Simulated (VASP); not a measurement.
Write the native input for VASP 6.6.1 that does the following.

```
Task                   : single point
Functional             : PBE
Potentials or basis    : VASP PAW PBE potentials, release 64 (Ba_sv, Ti_sv, O_h)
Cutoff                 : 1340 eV
k mesh                 : 6 × 6 × 6
Occupations            : fermi-dirac, width 0.01 eV
Spin                   : no spin polarisation
Dipole correction      : no
Further INCAR settings : ALGO = Normal; EDIFF = 1e-06; NBANDS = 28
```

The structure of BaTiO3 lies in POSCAR:

```
BaTiO3
1.0
    3.9810223105      0.0000000000      0.0000000000
    0.0000000000      3.9810223105      0.0000000000
    0.0000000000      0.0000000000      3.9810223105
Ba Ti O
1 1 3
Direct
    0.5000000000      0.5000000000      0.5000000000
    0.0000000000      0.0000000000      0.0000000000
    0.5000000000      0.0000000000      0.0000000000
    0.0000000000      0.5000000000      0.0000000000
    0.0000000000      0.0000000000      0.5000000000
```

One way to write it, as run:

INCAR

```
PREC = Accurate
ENCUT = 1340
EDIFF = 1E-6
ISMEAR = -1
SIGMA = 0.01
LREAL = False
LASPH = True
NELM = 120
ALGO = Normal
ISIF = 2
LWAVE = False
LCHARG = False
GGA = PE
NBANDS = 28
GGA_COMPAT = False
```

KPOINTS

```
regular mesh
0
Gamma
  6 6 6
```

Potentials or basis: VASP PAW PBE potentials, release 64 (Ba_sv, Ti_sv, O_h).

Command:

```sh
$ cat potpaw_PBE.64/Ba_sv/POTCAR potpaw_PBE.64/Ti_sv/POTCAR potpaw_PBE.64/O_h/POTCAR > POTCAR
$ mpirun -np 1 vasp_std > vasp.out
```

It gave:

```
Pressure               : 6.7 GPa
Band gap on the k mesh : 1.78 eV (least direct gap 1.91 eV)
```

Caveat: the cell stands under pressure; spin-orbit coupling is left out, which moves the levels of the heavy elements.

It took 66 s on 1 thread of Intel(R) Xeon(R) 6975P-C (Granite Rapids) (shared host), peak memory 0.42 GiB.
